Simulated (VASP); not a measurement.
BP: electric field gradients with LDA

Crystal: BP.

```
CELL_PARAMETERS angstrom
0.00000 2.26900 2.26900
2.26900 0.00000 2.26900
2.26900 2.26900 0.00000
ATOMIC_POSITIONS crystal
B 0.00000 0.00000 0.00000
P 0.75000 0.75000 0.75000
```

| Property | Result |
| --- | --- |
| Program | VASP 6.6.1 |
| Task | electric field gradients |
| Functional | LDA |
| Potentials or basis | VASP PAW LDA potentials, release 64 (B, P) |
| Cutoff | 520 eV |
| k mesh | 15 × 15 × 15 |
| Occupations | fermi-dirac, width 0.05 eV |
| Spin | no spin polarisation |
| Dipole correction | no |
| Further INCAR settings | ALGO = Normal; EDIFF = 1e-08; NBANDS = 11 |

| Quantity | Value |
| --- | --- |
| Pressure | -5.3 GPa |
| Band gap on the k mesh | 1.19 eV, indirect (least direct gap 3.38 eV) |

Levels at points of the mesh, in eV from the valence-band top:
| k point | band 1 | band 2 | band 3 | band 4 | band 5 | band 6 | band 7 | band 8 |
| --- | --- | --- | --- | --- | --- | --- | --- | --- |
| (0.00, 0.00, 0.00) | -15.39 | 0.00 | 0.00 | 0.00 | 3.38 | 3.38 | 3.38 | 7.37 |

It took 31 s on 1 thread of AMD EPYC 7R43 64-Core Processor (Zen 3), on a shared host, peak memory 0.11 GiB.

Caveat: without QUAD_EFG the Cq values of the log hold for a quadrupole moment of 1 mb, not for the nuclei. A k mesh can miss the band edges.
